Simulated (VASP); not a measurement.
# Li3TiO3 (P1) in VASP: relaxation of cell and atoms with PBE

Aim: the relaxation of cell and atoms of Li3TiO3 with PBE.

All numbers are computed with VASP 6.6.1; they aren't measurements. Logs are shortened: lines on timing, memory, paths and dates and some standing lists are left out, and cuts for length are marked.

## 1. The cell of the first run

The typed cell holds 7 atoms: a = 4.110 Å, b = 4.123 Å, c = 4.246 Å, α = 87.40°, β = 90.24°, γ = 90.24°.

## 2. Relaxation of cell and atoms, PBE

The input, INCAR:

```
PREC     = Accurate       # precision mode
ENCUT    = 600            # plane-wave cutoff, eV
EDIFF    = 1E-7           # SCF threshold, eV
ISMEAR   = 0              # smearing method
SIGMA    = 0.2            # smearing width, eV
LREAL    = F              # projectors in reciprocal space
LASPH    = T              # aspherical terms in the spheres
NELM     = 100            # most SCF steps
ALGO     = Normal         # electronic algorithm
ISIF     = 3              # what is computed and relaxed
LWAVE    = F              # write WAVECAR
LCHARG   = F              # write CHGCAR
GGA      = PE             # functional
IBRION   = 2              # ionic algorithm
NSW      = 80             # ionic steps
EDIFFG   = -0.025         # ionic threshold
```

The input, KPOINTS:

```
regular mesh
0
Gamma
  6 6 6
```

The input, POSCAR:

```
Li3TiO3
1.0
    4.1097160813     -0.0086947852     -0.0087882598
   -0.0086947852      4.1223041495      0.0949388260
   -0.0087882598      0.0949388260      4.2448098526
Li Ti O
3 1 3
Direct
    0.0410846858      0.5044403649      0.5495743704
    0.5201794664      0.9834704756      0.4892160862
    0.4957962703      0.4861800824     -0.0326398624
   -0.0006996172      1.0220496139     -0.0262536292
    0.4686077990      0.0028033255      0.0186378639
   -0.0013386222      0.4603905471     -0.0011224049
   -0.0236299822      0.0406655906      0.5025875760
```

Potentials or basis: VASP PAW PBE potentials, release 64 (Li_sv, Ti_sv, O).

Launch:

```console
cat potpaw_PBE.64/Li_sv/POTCAR potpaw_PBE.64/Ti_sv/POTCAR potpaw_PBE.64/O/POTCAR > POTCAR
mpirun -np 1 vasp_std > vasp.out
```

OUTCAR:

```text
PREC = Accurate
   ENCUT = 600
   EDIFF = 1E-7
   ISMEAR = 0
   LREAL = F
   LASPH = T
   NELM = 100
   ISIF = 3
   GGA = PE
   IBRION = 2
   NSW = 80
   EDIFFG = -0.025

 ion  position               nearest neighbor table
   1  0.041  0.504  0.550-   6 1.92   7 1.95   7 2.23   3 2.57   4 2.63
   2  0.520  0.983  0.489-   7 1.89   5 2.01   7 2.25   5 2.26
   3  0.496  0.486  0.967-   5 2.00   6 2.05   6 2.07   5 2.15   1 2.57
   4  0.999  0.022  0.974-   6 1.82   5 1.94   7 2.00   5 2.19   7 2.25   6 2.31   1 2.63
   5  0.469  0.003  0.019-   4 1.94   3 2.00   2 2.01   3 2.15   4 2.19   2 2.26
   6  0.999  0.460  0.999-   4 1.82   1 1.92   3 2.05   3 2.07   4 2.31
   7  0.976  0.041  0.503-   2 1.89   1 1.95   4 2.00   1 2.23   2 2.25   4 2.25

  LATTYP: Found a triclinic cell.
 ALAT       =     4.2458805093
 B/A-ratio  =     1.3619856002
 C/A-ratio  =     0.9679346054
 COS(alpha) =     0.0000773050
 COS(beta)  =     0.0042549908
 COS(gamma) =     0.7018662695

  Lattice vectors:

 A1 = (   0.0087882598,  -0.0949388260,  -4.2448098526)
 A2 = (   0.0000934746,   4.0273653235,  -4.1498710266)
 A3 = (   4.1097160813,  -0.0086947852,  -0.0087882598)

Analysis of symmetry for initial positions (statically):
=====================================================================
 Subroutine PRICEL returns:
 Original cell was already a primitive cell.

 Routine SETGRP: Setting up the symmetry group for a
 triclinic supercell.

 Subroutine GETGRP returns: Found  1 space group operations
 (whereof  1 operations were pure point group operations)
 out of a pool of  2 trial point group operations.

The static configuration has the point symmetry C_1 .

Analysis of symmetry for dynamics (positions and initial velocities):
=====================================================================
 Subroutine PRICEL returns:
 Original cell was already a primitive cell.

 Routine SETGRP: Setting up the symmetry group for a
 triclinic supercell.

 Subroutine GETGRP returns: Found  1 space group operations
 (whereof  1 operations were pure point group operations)
 out of a pool of  2 trial point group operations.

The dynamic configuration has the point symmetry C_1 .

 Subroutine INISYM returns: Found  1 space group operations
 (whereof  1 operations are pure point group operations),
 and found     1 'primitive' translations

----------------------------------------------------------------------------------------

                                     Primitive cell

  volume of cell :      71.8758

  direct lattice vectors                    reciprocal lattice vectors
     4.109716081 -0.008694785 -0.008788260     0.243327926  0.000501885  0.000492550
    -0.008694785  4.122304149  0.094938826     0.000501885  0.242708833 -0.005427353
    -0.008788260  0.094938826  4.244809853     0.000492550 -0.005427353  0.235704220

  length of vectors
     4.109734675  4.123406417  4.245880509     0.243328943  0.242770027  0.235767212

  position of ions in fractional coordinates (direct lattice)
     0.041084686  0.504440365  0.549574370
     0.520179466  0.983470476  0.489216086
     0.495796270  0.486180082  0.967360138
     0.999300383  0.022049614  0.973746371
     0.468607799  0.002803325  0.018637864
     0.998661378  0.460390547  0.998877595
     0.976370018  0.040665591  0.502587576

  ion indices of the primitive-cell ions
   primitive index   ion index
                 1           1
                 2           2
                 3           3
                 4           4
                 5           5
                 6           6
                 7           7

----------------------------------------------------------------------------------------

 KPOINTS: regular mesh

Automatic generation of k-mesh.
 Grid dimensions read from file:
 generate k-points for:    6    6    6

 Generating k-lattice:

  Cartesian coordinates                     Fractional coordinates (reciprocal lattice)
     0.040554654  0.000083647  0.000082092     0.166666667  0.000000000  0.000000000
     0.000083647  0.040451472 -0.000904559    -0.000000000  0.166666667  0.000000000
     0.000082092 -0.000904559  0.039284037     0.000000000  0.000000000  0.166666667

  Length of vectors
     0.040554824  0.040461671  0.039294535

  Shift w.r.t. Gamma in fractional coordinates (k-lattice)
     0.000000000  0.000000000  0.000000000

 Subroutine IBZKPT returns following result:
 ===========================================

 Found    112 irreducible k-points:

 Following reciprocal coordinates:
            Coordinates               Weight
  0.000000  0.000000  0.000000      1.000000
  0.166667 -0.000000  0.000000      2.000000
  0.333333 -0.000000 -0.000000      2.000000
  0.500000 -0.000000 -0.000000      1.000000
  0.000000  0.166667 -0.000000      2.000000
  0.166667  0.166667 -0.000000      2.000000
[... 16 lines left out ...]
  0.333333  0.000000  0.166667      2.000000
  0.500000 -0.000000  0.166667      2.000000
 [... further k-points ...]
   k-points           NKPTS =    112   k-points in BZ     NKDIM =    112   number of bands    NBANDS=     23
   number of dos      NEDOS =    301   number of ions     NIONS =      7
   total plane-waves  NPLWV =  46656
   dimension x,y,z NGX =    36 NGY =   36 NGZ =   36
   dimension x,y,z NGXF=    72 NGYF=   72 NGZF=   72
   ions per type =               3   1   3
   NGX,Y,Z   is equivalent  to a cutoff of  14.56, 14.51, 14.10 a.u.
   NGXF,Y,Z  is equivalent  to a cutoff of  29.13, 29.03, 28.19 a.u.
 SYSTEM =  unknown system
   PREC   = accura    normal or accurate (medium, high low for compatibility)
   ISTART =      0    job   : 0-new  1-cont  2-samecut
   ICHARG =      2    charge: 1-file 2-atom 10-const
   ISPIN  =      1    spin polarized calculation?
   LNONCOLLINEAR =      F non collinear calculations
   LSORBIT =      F    spin-orbit coupling
   LASPH  =      T    aspherical Exc in radial PAW
   ENCUT  =  600.0 eV  44.10 Ry    6.64 a.u.   8.21  8.24  8.48*2*pi/ulx,y,z
   NELM   =    100;   NELMIN=  2; NELMDL= -5     # of ELM steps
   EDIFF  = 0.1E-06   stopping-criterion for ELM
   LREAL  =      F    real-space projection
   EDIFFG = -.3E-01   stopping-criterion for IOM
   NSW    =     80    number of steps for IOM
   IBRION =      2    ionic relax: 0-MD 1-quasi-New 2-CG
   NFREE  =      1    steps in history (QN), initial steepest desc. (CG)
   ISIF   =      3    stress and relaxation
   ISYM   =      2    0-nonsym 1-usesym 2-fastsym
   POTIM  = 0.5000    time-step for ionic-motion
   TEBEG  =    0.0;   TEEND  =   0.0 temperature during run
   PSTRESS=    0.0 pullay stress
   NELECT =      39.0000    total number of electrons
   NUPDOWN=      -1.0000    fix difference up-down
   EMIN   =  10.00;   EMAX   =-10.00  energy-range for DOS
   EFERMI =   0.00;   METHOD = LEGACY
   ISMEAR =     0;   SIGMA  =   0.20  broadening in eV -4-tet -1-fermi 0-gaus
   EFERMI_NEDOS =   21; number of points for ismear=-14 and -15
   IALGO  =     38    algorithm
   IMIX   =      4    mixing-type and parameters
     AMIX     =   0.40;   BMIX     =  1.00
     AMIX_MAG =   1.60;   BMIX_MAG =  1.00
  volume/ion in A,a.u.               =      10.27        69.29
  Fermi-wavevector in a.u.,A,eV,Ry     =   1.335269  2.523293 24.258425  1.782944
  Thomas-Fermi vector in A             =   2.463986
   LORBIT       =      0    0 simple, 1 ext, 2 COOP (PROOUT), +10 PAW based schemes
   GGA     = PE    functional components
   LHFCALC =     F    Hartree Fock is set to
   AEXX    =    0.0000 exact exchange contribution
   IVDW    =     0    specifies the selected vdW correction
   LEPSILON=     F    determine dielectric tensor
   LRPA    =     F    only Hartree local field effects (RPA)
 conjugate gradient relaxation of ions
 non-spin polarized calculation
 Gauss-broadening in eV      SIGMA  =   0.20
  energy-cutoff  :      600.00
  volume of cell :       71.88
 maximum number of plane-waves:      2420
 NGX is ok and might be reduce to    36
   NGX = 17   NGY = 17   NGZ = 17

--------------------------------------- Ionic step        1  -------------------------------------------

 number of electron      38.9999999 magnetization

 Free energy of the ion-electron system (eV)
  ---------------------------------------------------
  ext. energy  EPLUGINS =         0.00000000
  ---------------------------------------------------
  free energy    TOTEN  =       -43.27379722 eV

  energy without entropy =      -43.20287946  energy(sigma->0) =      -43.23833834

 E-fermi :   5.8844     XC(G=0):  -9.9704

 val. band max:        5.8832394000   @ k =   0.5000   0.5000   0.1667
 cond. band min:       5.8850208037   @ k =   0.1667   0.0000   0.5000
 fundamental gap:      0.0017814037
 Fermi energy:         5.8843928272

 k-point     1 :       0.0000    0.0000    0.0000
  band No.  band energies     occupation
      1     -52.8374      2.00000
      2     -41.0822      2.00000
      3     -41.0367      2.00000
      4     -40.8956      2.00000
      5     -29.2229      2.00000
      6     -29.1203      2.00000
[... 731 lines left out ...]
  FREE ENERGIE OF THE ION-ELECTRON SYSTEM (eV)
  ---------------------------------------------------
  free  energy   TOTEN  =       -43.9057287936 eV

  energy  without entropy=      -43.8444007707  energy(sigma->0) =      -43.87506478

[... ionic steps 4 to 12 ...]

--------------------------------------- Ionic step       13  -------------------------------------------

 number of electron      38.9999977 magnetization

------------------------ aborting loop because EDIFF is reached ----------------------------------------

  FORCE on cell =-STRESS in cart. coord.  units (eV):
  Direction    XX          YY          ZZ          XY          YZ          ZX
  --------------------------------------------------------------------------------------
  -------------------------------------------------------------------------------------
  Total        0.1071000      0.0314173      0.0606340      0.0115554     -0.0472881     -0.0053940
  in kB        2.5774442      0.7560809      1.4592032      0.2780898     -1.1380235     -0.1298107
  external PRESSURE =       1.5975761 kB  Pullay stress =       0.0000000 kB
[... 67 lines left out ...]
  energy  without entropy=      -44.1597316952  energy(sigma->0) =      -44.18721716

--------------------------------------- Ionic step       15  -------------------------------------------

 number of electron      38.9999976 magnetization

 Free energy of the ion-electron system (eV)
  ---------------------------------------------------
  ext. energy  EPLUGINS =         0.00000000
  ---------------------------------------------------
  free energy    TOTEN  =       -44.21490642 eV

  energy without entropy =      -44.15987898  energy(sigma->0) =      -44.18739270

 E-fermi :   6.4856     XC(G=0): -10.3186

 val. band max:        6.4302995511   @ k =   0.1667   0.0000   0.5000
 cond. band min:       6.5252236956   @ k =  -0.1667  -0.1667   0.1667
 fundamental gap:      0.0949241445
 Fermi energy:         6.4856297707

 k-point     1 :       0.0000    0.0000    0.0000
  band No.  band energies     occupation
      1     -52.0750      2.00000
      2     -40.3374      2.00000
      3     -40.2927      2.00000
      4     -40.2924      2.00000
      5     -28.3543      2.00000
      6     -28.3543      2.00000
[... 649 lines left out ...]
  FREE ENERGIE OF THE ION-ELECTRON SYSTEM (eV)
  ---------------------------------------------------
  free  energy   TOTEN  =       -44.2149064153 eV

  energy  without entropy=      -44.1598789815  energy(sigma->0) =      -44.18739270

 reached required accuracy - stopping structural energy minimisation
```

Wall time 26 min (1 thread of AMD EPYC 9R45 (Zen 5), shared host); peak memory 0.34 GiB.

Results:

| Item | Value |
| --- | --- |
| Free energy | -44.2149 eV |
| Relaxed volume | 9.53 Å³/atom |
| Relaxed cell | a = 4.055 Å, b = 4.056 Å, c = 4.056 Å, α = 89.96°, β = 90.00°, γ = 90.01° |
| Space group after relaxing (to 0.1 Å) | Pm-3m (No. 221) |
| Energy gained by relaxing | 134.4 meV/atom |
| Ionic steps | 15 |
| Pressure after relaxing | -0.1 GPa |
| Largest force after relaxing | 0.008 eV/Å |
| Band gap on the k mesh | zero (an odd number of electrons rules out a gap without spin polarisation) |

Forces on the atoms (eV/Å):
```
Li  -0.006 -0.005 -0.004
Li  -0.002  0.002  0.003
Li   0.005 -0.001  0.002
Ti   0.000 -0.006  0.000
O    0.003  0.006  0.001
O   -0.007  0.005  0.000
O    0.007  0.000 -0.003
```

The path:
| step | energy change (eV) | largest force (eV/Å) | pressure (GPa) | volume (Å³) |
| --- | --- | --- | --- | --- |
| 1 | 0.0000 | 2.6958 | -2.07 | 71.88 |
| 2 | -0.5800 | 0.8658 | -4.81 | 70.49 |
| 3 | -0.6319 | 1.6390 | -0.89 | 68.76 |
| 4 | -0.6975 | 0.7450 | -3.69 | 69.55 |
| 5 | -0.8369 | 0.7446 | 0.53 | 66.72 |
| 6 | -0.8523 | 0.8162 | 2.93 | 65.47 |
| 7 | -0.9184 | 0.3916 | 1.03 | 66.17 |
| 8 | -0.9188 | 0.4264 | 0.93 | 66.23 |
| 9 | -0.9325 | 0.1570 | -0.58 | 66.96 |
| 10 | -0.9328 | 0.1499 | -0.82 | 67.09 |
| 11 | -0.9377 | 0.1067 | -0.05 | 66.68 |
| 12 | -0.9385 | 0.1361 | 0.46 | 66.43 |
| 13 | -0.9408 | 0.0302 | 0.16 | 66.57 |
| 14 | -0.9409 | 0.0362 | 0.09 | 66.61 |
| 15 | -0.9411 | 0.0084 | -0.09 | 66.70 |

Final structure:
```xyz
7
Lattice="4.0550 -0.0005 0.0000 0.0000 4.0559 0.0003 0.0002 0.0025 4.0556" Properties=species:S:1:pos:R:3 pbc="T T T"
Li    0.0018    2.0304    2.0289
Li    2.0279    4.0563    2.0273
Li    2.0270    2.0301    4.0550
Ti    4.0546   -0.0001    0.0002
O     2.0272    4.0573    4.0557
O     0.0007    2.0276    0.0004
O     4.0541    0.0009    2.0282
```

Levels at points of the mesh, in eV from the Fermi level:
```tsv
k point	band 15	band 16	band 17	band 18	band 19	band 20	band 21	band 22	band 23
(0.00, 0.00, 0.00)	-4.92	-4.92	-3.96	-3.96	-3.96	-0.49	-0.49	-0.49	0.04
(0.50, 0.00, 0.00)	-6.11	-5.98	-4.62	-4.15	-4.15	-0.43	0.94	0.94	1.53
(0.00, 0.50, 0.00)	-6.11	-5.98	-4.62	-4.15	-4.15	-0.43	0.94	0.94	1.53
(0.50, 0.50, 0.00)	-5.99	-5.14	-5.14	-4.98	-3.67	0.71	0.96	0.96	1.67
(0.00, 0.00, 0.50)	-6.11	-5.98	-4.62	-4.15	-4.15	-0.43	0.94	0.94	1.53
(0.50, 0.00, 0.50)	-5.99	-5.14	-5.14	-4.98	-3.67	0.71	0.96	0.96	1.67
(0.00, 0.50, 0.50)	-5.99	-5.14	-5.14	-4.98	-3.67	0.72	0.96	0.96	1.67
(0.50, 0.50, 0.50)	-6.68	-6.68	-3.64	-3.64	-3.64	-1.30	1.66	1.66	1.66
```

Caveat: the cutoff is under 1.25 times the usual one of these potentials, so pressure, stress and relaxed cells hold a basis-set (Pulay) error; an odd number of electrons without spin polarisation forces a metal; a magnetic or distorted state may lie lower.
